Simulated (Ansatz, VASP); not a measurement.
# Si in VASP and in Ansatz

```xyz
2
Lattice="0.0000 2.7350 2.7350 2.7350 0.0000 2.7350 2.7350 2.7350 0.0000" Properties=species:S:1:pos:R:3 pbc="T T T"
Si    0.0000    0.0000    0.0000
Si    1.3675    1.3675    1.3675
```

Alike in both runs: functional PBE; k mesh 10 × 10 × 10; occupations gaussian, width 0.02 eV; no spin polarisation.

Ansatz relaxed the structure, and its values are those at the end. VASP's run is a single point on that final structure, the one shown.

```csv
,VASP,Ansatz
version,VASP 6.6.1,Ansatz 0.2.0
potentials or method,"VASP PAW PBE potentials, release 64 (Si), cutoff 500 eV","scalar-relativistic, plane waves, PAW"
valence electrons in the cell,8,8
```

```csv
,VASP,Ansatz,Ansatz less VASP
gap on the k mesh at the Fermi level (eV),0.62,0.62,-0.002
least direct gap on the mesh (eV),2.56,2.55,-0.005
pressure (GPa),-0.1,0.0,+0.08
```
